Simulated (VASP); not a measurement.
# AlN (F-43m) in VASP: a series of runs

AlN is run at these levels: PBEsol; tasks: single point, relaxation of cell and atoms.

Everything below comes from runs of VASP 6.6.1. Logs are shortened: lines on timing, memory, paths and dates and some standing lists are left out, and cuts for length are marked.

## 1. The cell of the first run

Symmetry: F-43m, No. 216, cubic system. The conventional cell has a = 4.377 Å, b = 4.377 Å, c = 4.377 Å, α = 90.00°, β = 90.00°, γ = 90.00°. Al (site symmetry -43m) has 4 N at 1.90 Å within 2.5 Å. N (site symmetry -43m) has 4 Al at 1.90 Å within 2.5 Å.

## 2. Single point, PBEsol

Input file INCAR:

```
  ALGO = Normal
  EDIFF = 1E-6
  ENCUT = 520
  GGA = PS
  ISIF = 2
  ISMEAR = 0
  LASPH = T
  LCHARG = F
  LREAL = F
  LWAVE = F
  NBANDS = 11
  NELM = 100
  PREC = Accurate
  SIGMA = 0.02
```

Input file KPOINTS:

```
k-points
0
Gamma
  10 10 10
```

Input file POSCAR:

```
AlN
1.0
    0.0000000000      2.1886810928      2.1886810928
    2.1886810928      0.0000000000      2.1886810928
    2.1886810928      2.1886810928      0.0000000000
Al N
1 1
Direct
    0.0000000000      0.0000000000      0.0000000000
    0.7500000000      0.7500000000      0.7500000000
```

Potentials or basis: VASP PAW PBE potentials, release 64 (Al, N).

Run with:

```sh
cat potpaw_PBE.64/Al/POTCAR potpaw_PBE.64/N/POTCAR > POTCAR
mpirun -np 1 vasp_std > vasp.out
```

OUTCAR:

```text
EDIFF = 1E-6
   ENCUT = 520
   GGA = PS
   ISIF = 2
   ISMEAR = 0
   LASPH = T
   LREAL = F
   NELM = 100
   PREC = Accurate

 ion  position               nearest neighbor table
   1  0.000  0.000  0.000-   2 1.90   2 1.90   2 1.90   2 1.90
   2  0.750  0.750  0.750-   1 1.90   1 1.90   1 1.90   1 1.90

  LATTYP: Found a face centered cubic cell.
 ALAT       =     4.3773621856

  Lattice vectors:

 A1 = (   0.0000000000,   2.1886810928,   2.1886810928)
 A2 = (   2.1886810928,   0.0000000000,   2.1886810928)
 A3 = (   2.1886810928,   2.1886810928,   0.0000000000)

Analysis of symmetry for initial positions (statically):
=====================================================================
 Subroutine PRICEL returns:
 Original cell was already a primitive cell.

 Routine SETGRP: Setting up the symmetry group for a
 face centered cubic supercell.

 Subroutine GETGRP returns: Found 24 space group operations
 (whereof 24 operations were pure point group operations)
 out of a pool of 48 trial point group operations.

The static configuration has the point symmetry T_d .

Analysis of symmetry for dynamics (positions and initial velocities):
=====================================================================
 Subroutine PRICEL returns:
 Original cell was already a primitive cell.

 Routine SETGRP: Setting up the symmetry group for a
 face centered cubic supercell.

 Subroutine GETGRP returns: Found 24 space group operations
 (whereof 24 operations were pure point group operations)
 out of a pool of 48 trial point group operations.

The dynamic configuration has the point symmetry T_d .

 Subroutine INISYM returns: Found 24 space group operations
 (whereof 24 operations are pure point group operations),
 and found     1 'primitive' translations

----------------------------------------------------------------------------------------

                                     Primitive cell

  volume of cell :      20.9690

  direct lattice vectors                    reciprocal lattice vectors
     0.000000000  2.188681093  2.188681093    -0.228448083  0.228448083  0.228448083
     2.188681093  0.000000000  2.188681093     0.228448083 -0.228448083  0.228448083
     2.188681093  2.188681093  0.000000000     0.228448083  0.228448083 -0.228448083

  length of vectors
     3.095262485  3.095262485  3.095262485     0.395683687  0.395683687  0.395683687

  position of ions in fractional coordinates (direct lattice)
     0.000000000  0.000000000  0.000000000
     0.750000000  0.750000000  0.750000000

  ion indices of the primitive-cell ions
   primitive index   ion index
                 1           1
                 2           2

----------------------------------------------------------------------------------------

 KPOINTS: k-points

Automatic generation of k-mesh.
 Grid dimensions read from file:
 generate k-points for:   10   10   10

 Generating k-lattice:

  Cartesian coordinates                     Fractional coordinates (reciprocal lattice)
    -0.022844808  0.022844808  0.022844808     0.100000000  0.000000000  0.000000000
     0.022844808 -0.022844808  0.022844808     0.000000000  0.100000000  0.000000000
     0.022844808  0.022844808 -0.022844808     0.000000000  0.000000000  0.100000000

  Length of vectors
     0.039568369  0.039568369  0.039568369

  Shift w.r.t. Gamma in fractional coordinates (k-lattice)
     0.000000000  0.000000000  0.000000000

 Subroutine IBZKPT returns following result:
 ===========================================

 Found     47 irreducible k-points:

 Following reciprocal coordinates:
            Coordinates               Weight
  0.000000  0.000000  0.000000      1.000000
  0.100000  0.000000  0.000000      8.000000
  0.200000  0.000000  0.000000      8.000000
  0.300000  0.000000  0.000000      8.000000
  0.400000  0.000000  0.000000      8.000000
  0.500000  0.000000  0.000000      4.000000
[... 16 lines left out ...]
  0.300000  0.300000  0.000000      6.000000
  0.400000  0.300000  0.000000     24.000000
 [... further k-points ...]
   k-points           NKPTS =     47   k-points in BZ     NKDIM =     47   number of bands    NBANDS=     11
   number of dos      NEDOS =    301   number of ions     NIONS =      2
   total plane-waves  NPLWV =  13824
   dimension x,y,z NGX =    24 NGY =   24 NGZ =   24
   dimension x,y,z NGXF=    48 NGYF=   48 NGZF=   48
   ions per type =               1   1
   NGX,Y,Z   is equivalent  to a cutoff of  12.89, 12.89, 12.89 a.u.
   NGXF,Y,Z  is equivalent  to a cutoff of  25.78, 25.78, 25.78 a.u.
 SYSTEM =  unknown system
   PREC   = accura    normal or accurate (medium, high low for compatibility)
   ISTART =      0    job   : 0-new  1-cont  2-samecut
   ICHARG =      2    charge: 1-file 2-atom 10-const
   ISPIN  =      1    spin polarized calculation?
   LNONCOLLINEAR =      F non collinear calculations
   LSORBIT =      F    spin-orbit coupling
   LASPH  =      T    aspherical Exc in radial PAW
   ENCUT  =  520.0 eV  38.22 Ry    6.18 a.u.   5.76  5.76  5.76*2*pi/ulx,y,z
   NELM   =    100;   NELMIN=  2; NELMDL= -5     # of ELM steps
   EDIFF  = 0.1E-05   stopping-criterion for ELM
   LREAL  =      F    real-space projection
   EDIFFG = 0.1E-04   stopping-criterion for IOM
   NSW    =      0    number of steps for IOM
   IBRION =     -1    ionic relax: 0-MD 1-quasi-New 2-CG
   NFREE  =      0    steps in history (QN), initial steepest desc. (CG)
   ISIF   =      2    stress and relaxation
   ISYM   =      2    0-nonsym 1-usesym 2-fastsym
   POTIM  = 0.5000    time-step for ionic-motion
   TEBEG  =    0.0;   TEEND  =   0.0 temperature during run
   PSTRESS=    0.0 pullay stress
   NELECT =       8.0000    total number of electrons
   NUPDOWN=      -1.0000    fix difference up-down
   EMIN   =  10.00;   EMAX   =-10.00  energy-range for DOS
   EFERMI =   0.00;   METHOD = LEGACY
   ISMEAR =     0;   SIGMA  =   0.02  broadening in eV -4-tet -1-fermi 0-gaus
   EFERMI_NEDOS =   21; number of points for ismear=-14 and -15
   IALGO  =     38    algorithm
   IMIX   =      4    mixing-type and parameters
     AMIX     =   0.40;   BMIX     =  1.00
     AMIX_MAG =   1.60;   BMIX_MAG =  1.00
  volume/ion in A,a.u.               =      10.48        70.75
  Fermi-wavevector in a.u.,A,eV,Ry     =   1.187351  2.243767 19.181516  1.409802
  Thomas-Fermi vector in A             =   2.323504
   LORBIT       =      0    0 simple, 1 ext, 2 COOP (PROOUT), +10 PAW based schemes
   GGA     = PS    functional components
   LHFCALC =     F    Hartree Fock is set to
   AEXX    =    0.0000 exact exchange contribution
   IVDW    =     0    specifies the selected vdW correction
   LEPSILON=     F    determine dielectric tensor
   LRPA    =     F    only Hartree local field effects (RPA)
 non-spin polarized calculation
 Gauss-broadening in eV      SIGMA  =   0.02
  energy-cutoff  :      520.00
  volume of cell :       20.97
 maximum number of plane-waves:       588
   NGX = 11   NGY = 11   NGZ = 11

 number of electron       8.0000000 magnetization

 Free energy of the ion-electron system (eV)
  ---------------------------------------------------
  ext. energy  EPLUGINS =         0.00000000
  ---------------------------------------------------
  free energy    TOTEN  =       -15.61137174 eV

  energy without entropy =      -15.61137174  energy(sigma->0) =      -15.61137174

 E-fermi :   5.9324     XC(G=0): -11.1011

 val. band max:        5.8176724383   @ k =   0.0000   0.0000   0.0000
 cond. band min:       9.0014717937   @ k =   0.5000   0.5000   0.0000
 fundamental gap:      3.1837993554
 Fermi energy:         5.9323994801

 k-point     1 :       0.0000    0.0000    0.0000
  band No.  band energies     occupation
      1      -9.1031      2.00000
      2       5.8177      2.00000
      3       5.8177      2.00000
      4       5.8177      2.00000
      5       9.8939      0.00000
      6      18.2235      0.00000
      7      18.2235      0.00000
      8      18.2235      0.00000
      9      23.3538      0.00000
     10      23.3538      0.00000
     11      24.6937      0.00000

 k-point     2 :       0.1000    0.0000    0.0000
  band No.  band energies     occupation
      1      -8.9563      2.00000
      2       4.9974      2.00000
      3       5.7658      2.00000
      4       5.7658      2.00000
      5      10.5597      0.00000
      6      17.8329      0.00000
      7      18.3569      0.00000
      8      18.3569      0.00000
      9      22.0828      0.00000
     10      22.0828      0.00000
     11      23.8874      0.00000

 k-point     3 :       0.2000    0.0000    0.0000
  band No.  band energies     occupation
      1      -8.5378      2.00000
      2       3.3857      2.00000
      3       5.6365      2.00000
      4       5.6365      2.00000
      5      11.6799      0.00000
      6      17.0319      0.00000
      7      18.2869      0.00000
      8      18.2869      0.00000
      9      21.5493      0.00000
     10      21.5493      0.00000
     11      23.0162      0.00000

 k-point     4 :       0.3000    0.0000    0.0000
  band No.  band energies     occupation
      1      -7.9285      2.00000
      2       1.7352      2.00000
      3       5.4885      2.00000
      4       5.4885      2.00000
      5      12.5097      0.00000
      6      16.2772      0.00000
      7      17.6276      0.00000
      8      17.6276      0.00000
      9      22.6007      0.00000
     10      22.6007      0.00000
     11      22.8273      0.00000

 k-point     5 :       0.4000    0.0000    0.0000
  band No.  band energies     occupation
      1      -7.3170      2.00000
      2       0.4449      2.00000
      3       5.3771      2.00000
      4       5.3771      2.00000
      5      12.9263      0.00000
      6      15.7420      0.00000
      7      17.0313      0.00000
      8      17.0313      0.00000
      9      23.2436      0.00000
     10      24.4156      0.00000
     11      24.4156      0.00000
[... 211 lines left out ...]
 k-point    21 :      -0.3000    0.2000    0.0000
  band No.  band energies     occupation
      1      -7.1620      2.00000
      2       1.1910      2.00000
      3       3.6080      2.00000
      4       5.2966      2.00000
      5      13.5759      0.00000
      6      14.7248      0.00000
      7      17.4475      0.00000
      8      17.9751      0.00000
      9      22.0393      0.00000
     10      24.3169      0.00000
     11      26.8993      0.00000

 k-point    22 :      -0.2000    0.2000    0.0000
  band No.  band energies     occupation
      1      -7.7284      2.00000
      2       2.0399      2.00000
      3       4.1145      2.00000
      4       5.5628      2.00000
      5      13.2542      0.00000
      6      15.6197      0.00000
      7      17.0599      0.00000
      8      18.1670      0.00000
      9      20.6238      0.00000
     10      24.0511      0.00000
     11      26.9622      0.00000

 k-point    23 :       0.3000    0.3000    0.0000
  band No.  band energies     occupation
      1      -7.5504      2.00000
      2       2.2862      2.00000
      3       4.5715      2.00000
      4       4.5715      2.00000
      5      11.0184      0.00000
      6      15.3503      0.00000
      7      17.5445      0.00000
      8      20.1491      0.00000
      9      20.1491      0.00000
     10      26.0333      0.00000
     11      29.3694      0.00000

 k-point    24 :       0.4000    0.3000    0.0000
  band No.  band energies     occupation
      1      -7.0831      2.00000
      2       1.6497      2.00000
      3       4.1047      2.00000
      4       4.4074      2.00000
      5      10.6028      0.00000
      6      15.1832      0.00000
      7      17.9145      0.00000
      8      20.2348      0.00000
      9      20.7378      0.00000
     10      26.9415      0.00000
     11      29.1692      0.00000

 [... further k-points ...]
[... 5 lines left out ...]
  --------------------------------------------------------------------------------------
  -------------------------------------------------------------------------------------
  Total        0.0013864      0.0013864      0.0013864      0.0000000      0.0000000      0.0000000
  in kB        0.1059314      0.1059314      0.1059314      0.0000000      0.0000000      0.0000000
  external PRESSURE =       0.1059314 kB  Pullay stress =       0.0000000 kB

 VOLUME and BASIS-vectors are now :
 -----------------------------------------------------------------------------
  energy-cutoff  :      520.00
  volume of cell :       20.97
      direct lattice vectors                 reciprocal lattice vectors
     0.000000000  2.188681093  2.188681093    -0.228448083  0.228448083  0.228448083
     2.188681093  0.000000000  2.188681093     0.228448083 -0.228448083  0.228448083
     2.188681093  2.188681093  0.000000000     0.228448083  0.228448083 -0.228448083

 POSITION                                       TOTAL-FORCE (eV/Angst)
 -----------------------------------------------------------------------------------
      0.00000      0.00000      0.00000         0.000000     -0.000000     -0.000000
      3.28302      3.28302      3.28302        -0.000000      0.000000      0.000000
 -----------------------------------------------------------------------------------
    total drift:                               -0.000000     -0.000000     -0.000000

  FREE ENERGIE OF THE ION-ELECTRON SYSTEM (eV)
  ---------------------------------------------------
  free  energy   TOTEN  =       -15.6113717397 eV

  energy  without entropy=      -15.6113717397  energy(sigma->0) =      -15.61137174
```

Wall time 3.1 s (1 thread of Intel Xeon 6975P-C (Granite Rapids), shared host); peak memory 0.13 GiB.

What came out:

| Property | Result |
| --- | --- |
| Free energy | -15.6114 eV |
| Pressure | 0.0 GPa |
| Band gap on the k mesh | 3.18 eV, indirect (least direct gap 4.08 eV) |

Levels at points of the mesh, in eV from the valence-band top:
| k point | band 2 | band 3 | band 4 | band 5 | band 6 | band 7 |
| --- | --- | --- | --- | --- | --- | --- |
| (0.00, 0.00, 0.00) | 0.00 | 0.00 | 0.00 | 4.08 | 12.41 | 12.41 |
| (0.50, 0.00, 0.00) | -5.89 | -0.48 | -0.48 | 7.23 | 9.72 | 11.00 |
| (0.50, 0.50, 0.00) | -4.93 | -1.78 | -1.78 | 3.18 | 8.44 | 13.79 |

Caveat: the PAW data sets were made with another functional, which shifts forces and pressure a little. A k mesh can miss the band edges.

## 3. Single point, PBEsol

Input file INCAR:

```
  PREC = Accurate
  ENCUT = 520
  EDIFF = 1E-7
  ISMEAR = 0
  SIGMA = 0.01
  LREAL = F
  LASPH = T
  NELM = 80
  ALGO = Normal
  ISIF = 2
  LWAVE = F
  LCHARG = F
  GGA = PS
  NBANDS = 11
```

Input file KPOINTS:

```
Automatic mesh
0
Gamma
  10 10 10
```

Input file POSCAR:

```
AlN
1.0
    0.0000000000      2.1888400046      2.1888400046
    2.1888400046      0.0000000000      2.1888400046
    2.1888400046      2.1888400046      0.0000000000
Al N
1 1
Direct
    0.0000000000      0.0000000000      0.0000000000
    0.7500000000      0.7500000000      0.7500000000
```

Potentials or basis: VASP PAW PBE potentials, release 64 (Al, N).

Run with:

```sh
cat potpaw_PBE.64/Al/POTCAR potpaw_PBE.64/N/POTCAR > POTCAR
mpirun -np 1 vasp_std > vasp.out
```

Wall time 3.3 s (1 thread of Intel Xeon 6975P-C (Granite Rapids), shared host); peak memory 0.13 GiB.

It converged, with:

* Free energy: -15.6114 eV
* Pressure: 0.0 GPa
* Band gap on the k mesh: 3.18 eV, indirect (least direct gap 4.07 eV)

Levels at points of the mesh, in eV from the valence-band top:
```csv
k point,band 1,band 2,band 3,band 4,band 5,band 6,band 7,band 8
"(0.00, 0.00, 0.00)",-14.92,0.00,0.00,0.00,4.07,12.40,12.40,12.40
"(0.50, 0.00, 0.00)",-12.86,-5.88,-0.48,-0.48,7.23,9.72,10.99,10.99
"(0.50, 0.50, 0.00)",-12.22,-4.93,-1.78,-1.78,3.18,8.44,13.78,15.54
```

Caveat: the PAW data sets were made with another functional, which shifts forces and pressure a little. A k mesh can miss the band edges.

## 4. Relaxation of cell and atoms, PBEsol

This run uses another cell than the first one, of 10.42 Å³/atom, 0.994 times its volume.

Input file INCAR:

```
SYSTEM = AlN
PREC = Accurate
ENCUT = 600
EDIFF = 1E-7
ISMEAR = 0
SIGMA = 0.02
LREAL = .FALSE.
LASPH = .TRUE.
NELM = 60
ALGO = Normal
ISIF = 3
LWAVE = .FALSE.
LCHARG = .FALSE.
GGA = PS
IBRION = 2
NSW = 100
EDIFFG = -0.005
```

Input file KPOINTS:

```
regular mesh
0
G
  10 10 10
  0 0 0
```

Input file POSCAR:

```
AlN
1.0
    0.0000000000      2.1839935596      2.1839935596
    2.1839935596      0.0000000000      2.1839935596
    2.1839935596      2.1839935596      0.0000000000
Al N
1 1
Direct
    0.0000000000      0.0000000000      0.0000000000
    0.7500000000      0.7500000000      0.7500000000
```

Run with:

```sh
cat potpaw_PBE.64/Al/POTCAR potpaw_PBE.64/N/POTCAR > POTCAR
mpirun -np 1 vasp_std > vasp.out
```

Run time: 10 s. Hardware: 1 thread of Intel Xeon 6975P-C (Granite Rapids), shared host; peak memory 0.15 GiB.

Results (log left out):

- Free energy: -15.6128 eV
- Relaxed volume: 10.48 Å³/atom
- Relaxed cell: a = 3.095 Å, b = 3.095 Å, c = 3.095 Å, α = 60.00°, β = 60.00°, γ = 60.00°
- Space group after relaxing (to 0.05 Å): F-43m (No. 216)
- Energy gained by relaxing: 0.2 meV/atom
- Ionic steps: 3
- Pressure after relaxing: 0.0 GPa
- Band gap on the k mesh: 3.18 eV, indirect (least direct gap 4.08 eV)

The path:
```tsv
step	energy change (eV)	largest force (eV/Å)	pressure (GPa)	volume (Å³)
1	0.0000	0.0000	1.21	20.83
2	-0.0001	0.0000	-1.08	21.07
3	-0.0005	0.0000	0.01	20.96
```

Final structure:
```
Al N
1.0
     0.00000    2.18829    2.18829
     2.18829    0.00000    2.18829
     2.18829    2.18829    0.00000
Al N
1 1
Direct
  0.00000 0.00000 0.00000
  0.75000 0.75000 0.75000
```

Levels at points of the mesh, in eV from the valence-band top:
| k point | band 1 | band 2 | band 3 | band 4 | band 5 | band 6 | band 7 | band 8 |
| --- | --- | --- | --- | --- | --- | --- | --- | --- |
| (0.00, 0.00, 0.00) | -14.92 | 0.00 | 0.00 | 0.00 | 4.08 | 12.41 | 12.41 | 12.41 |
| (0.50, 0.00, 0.00) | -12.86 | -5.89 | -0.48 | -0.48 | 7.23 | 9.73 | 11.00 | 11.00 |
| (0.50, 0.50, 0.00) | -12.22 | -4.93 | -1.78 | -1.78 | 3.18 | 8.45 | 13.79 | 15.55 |

Caveat: the PAW data sets were made with another functional, which shifts forces and pressure a little.

## 5. Relaxation of cell and atoms, PBEsol

Input file INCAR:

```
SYSTEM = AlN
PREC     = Accurate       ! precision mode
ENCUT    = 600            ! plane-wave cutoff, eV
EDIFF    = 1E-6           ! SCF threshold, eV
ISMEAR   = 0              ! smearing method
SIGMA    = 0.01           ! smearing width, eV
LREAL    = .False.        ! projectors in reciprocal space
LASPH    = .True.         ! aspherical terms in the spheres
NELM     = 100            ! most SCF steps
ALGO     = Normal         ! electronic algorithm
ISIF     = 3              ! what is computed and relaxed
LWAVE    = .False.        ! write WAVECAR
LCHARG   = .False.        ! write CHGCAR
GGA      = PS             ! functional
IBRION   = 2              ! ionic algorithm
NSW      = 80             ! ionic steps
EDIFFG   = -0.001         ! ionic threshold
```

Input file KPOINTS:

```
Automatic mesh
0
Gamma
  10 10 10
  0 0 0
```

Input file POSCAR:

```
AlN
1.0
    0.0000000000      2.1886810928      2.1886810928
    2.1886810928      0.0000000000      2.1886810928
    2.1886810928      2.1886810928      0.0000000000
Al N
1 1
Direct
    0.0000000000      0.0000000000      0.0000000000
    0.7500000000      0.7500000000      0.7500000000
```

Run with:

```sh
cat potpaw_PBE.64/Al/POTCAR potpaw_PBE.64/N/POTCAR > POTCAR
mpirun -np 1 vasp_std > vasp.out
```

It took 7.7 s on 1 thread of Intel Xeon 6975P-C (Granite Rapids), shared host; peak memory 0.15 GiB.

It converged, with:

| Item | Value |
| --- | --- |
| Free energy | -15.6130 eV |
| Relaxed volume | 10.48 Å³/atom |
| Relaxed cell | a = 3.095 Å, b = 3.095 Å, c = 3.095 Å, α = 60.00°, β = 60.00°, γ = 60.00° |
| Space group after relaxing (to 0.05 Å) | F-43m (No. 216) |
| Energy gained by relaxing | 0.0 meV/atom |
| Ionic steps | 3 |
| Pressure after relaxing | 0.0 GPa |
| Band gap on the k mesh | 3.18 eV, indirect (least direct gap 4.08 eV) |

Final structure:
```
CELL_PARAMETERS angstrom
0.00000 2.18828 2.18828
2.18828 0.00000 2.18828
2.18828 2.18828 0.00000
ATOMIC_POSITIONS crystal
Al 0.00000 0.00000 0.00000
N 0.75000 0.75000 0.75000
```

Levels at points of the mesh, in eV from the valence-band top:
```
           k point  band 2  band 3  band 4  band 5  band 6  band 7
(0.00, 0.00, 0.00)    0.00    0.00    0.00    4.08   12.41   12.41
(0.50, 0.00, 0.00)   -5.89   -0.48   -0.48    7.23    9.73   11.00
(0.50, 0.50, 0.00)   -4.93   -1.78   -1.78    3.18    8.45   13.79
```

Caveat: the PAW data sets were made with another functional, which shifts forces and pressure a little. A k mesh can miss the band edges.

(Part 1 of 2 ends here.)
